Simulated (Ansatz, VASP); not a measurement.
Two plane-wave programs on Bi

INCAR

```
SYSTEM = Bi
PREC = Accurate
ENCUT = 520
EDIFF = 1E-6
ISMEAR = 0
SIGMA = 0.15
LREAL = .False.
LASPH = .True.
NELM = 100
ALGO = Fast
ISIF = 2
LWAVE = .False.
LCHARG = .False.
GGA = PS
NBANDS = 14
```

KPOINTS

```
regular mesh
0
Gamma
  18 18 18
  0 0 0
```

The input POSCAR:

```
Bi
1.0
   -2.1525206004      2.1525206004      1.6789660683
    2.1525206004     -2.1525206004      1.6789660683
    2.1525206004      2.1525206004     -1.6789660683
Bi
1
Direct
    0.0000000000      0.0000000000      0.0000000000
```

Input for Ansatz:

```yaml
crystal:
  lattice:
    - [-2.1525206004, 2.1525206004, 1.6789660683]
    - [2.1525206004, -2.1525206004, 1.6789660683]
    - [2.1525206004, 2.1525206004, -1.6789660683]
  atoms:
    - { symbol: Bi, position: [0.0, 0.0, 0.0] }
basis:
  ecutwfc: 420
kpoints:
  mp_grid: { grid: [18, 18, 18] }
hamiltonian:
  xc: pbesol
scf:
  occupations: { method: gaussian, width: 0.15 }
output:
  forces: true
  stress: true
  eigenvalues: true
```

Alike in both runs: task single point; functional PBEsol; k mesh 18 × 18 × 18; occupations gaussian, width 0.15 eV; no spin polarisation.

|  | VASP | Ansatz |
| --- | --- | --- |
| version | VASP 6.6.1 | Ansatz 0.2.0 |
| potentials or method | VASP PAW PBE potentials, release 64 (Bi_d), cutoff 520 eV | scalar-relativistic, plane waves, PAW |
| valence electrons in the cell | 15 | 15 |

```tsv
	VASP	Ansatz	Ansatz less VASP
gap on the k mesh at the Fermi level (eV)	none	none	-
pressure (GPa)	-0.7	-0.7	+0.04
traceless stress, the component that is largest in VASP (GPa)	1.25	1.25	-0.001
```

VASP's potentials were made for PBE, not for PBEsol. A gap of «none» marks a metal or a gap that the smearing closes.

Spin-orbit coupling is off throughout.
